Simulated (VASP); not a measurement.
Wanted: the native input for a VASP 6.6.1 run.

- Task: single point
- Functional: PBE
- Dispersion: D3(BJ)
- Potentials or basis: VASP PAW PBE potentials, release 64 (Na_pv, S)
- Cutoff: 500 eV
- k mesh: 6 × 6 × 6
- Occupations: gaussian, width 0.1 eV
- Spin: no spin polarisation
- Dipole correction: no
- Further INCAR settings: ALGO = Normal; EDIFF = 1e-06; NBANDS = 17

The structure of Na2S lies in POSCAR:

```
Na2S
1.0
    0.0000000000      3.2630000000      3.2630000000
    3.2630000000      0.0000000000      3.2630000000
    3.2630000000      3.2630000000      0.0000000000
Na S
2 1
Direct
    0.2500000000      0.2500000000      0.2500000000
    0.7500000000      0.7500000000      0.7500000000
    0.0000000000      0.0000000000      0.0000000000
```

One way to write it, as run:

INCAR

```
SYSTEM = Na2S
PREC = Accurate
ENCUT = 500
EDIFF = 1E-6
ISMEAR = 0
SIGMA = 0.1
LREAL = .FALSE.
LASPH = .TRUE.
NELM = 120
ALGO = Normal
ISIF = 2
LWAVE = .FALSE.
LCHARG = .TRUE.
GGA = PE
IVDW = 12
LELF = .TRUE.
LVHAR = .TRUE.
NBANDS = 17
GGA_COMPAT = .FALSE.
```

KPOINTS

```
regular mesh
0
G
  6 6 6
  0 0 0
```

Potentials or basis: VASP PAW PBE potentials, release 64 (Na_pv, S).

Command:

```sh
$ cat potpaw_PBE.64/Na_pv/POTCAR potpaw_PBE.64/S/POTCAR > POTCAR
$ mpirun -np 1 vasp_std > vasp.out
```

It gave:

The pressure is -1.2 GPa. The band gap on the k mesh is 2.51 eV, direct and the dispersion energy per atom is -0.237 eV.

Wall time 26 s on 1 thread of Intel(R) Xeon(R) 6975P-C (Granite Rapids), on a shared host, peak memory 0.19 GiB.
